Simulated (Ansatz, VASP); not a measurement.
# One calculation of ZrB2, two programs

```
CELL_PARAMETERS angstrom
3.16500 0.00000 0.00000
-1.58250 2.74097 0.00000
0.00000 0.00000 3.59040
ATOMIC_POSITIONS crystal
Zr 0.00000 0.00000 0.00000
B 0.33333 0.66667 0.50000
B 0.66667 0.33333 0.50000
```

Change from the starting cell: zz strain of +2 %, crystal datasets.

Alike in both runs: task electric field gradients; functional LDA; k mesh 13 × 13 × 10; occupations fermi-dirac, width 0.03 eV; no spin polarisation.

```csv
,VASP,Ansatz
version,VASP 6.6.1,Ansatz 0.2.0
potentials or method,"VASP PAW LDA potentials, release 64 (Zr_sv, B), cutoff 520 eV","all-electron PAW with datasets made for the crystal, scalar-relativistic"
```

|  | VASP | Ansatz | Ansatz less VASP |
| --- | --- | --- | --- |
| pressure (GPa) | -11.0 | -11.4 | -0.42 |
| traceless stress, the component that is largest in VASP (GPa) | -3.17 | -3.17 | +0.004 |
| size of Vzz on the site where it differs most (V/Å²) | 46.4 | 49.6 | +3.14 |

LDA's correlation is that of Perdew and Zunger in VASP and of Perdew and Wang (1992) in Ansatz. Ansatz ran all-electron here, and VASP with PAW potentials.
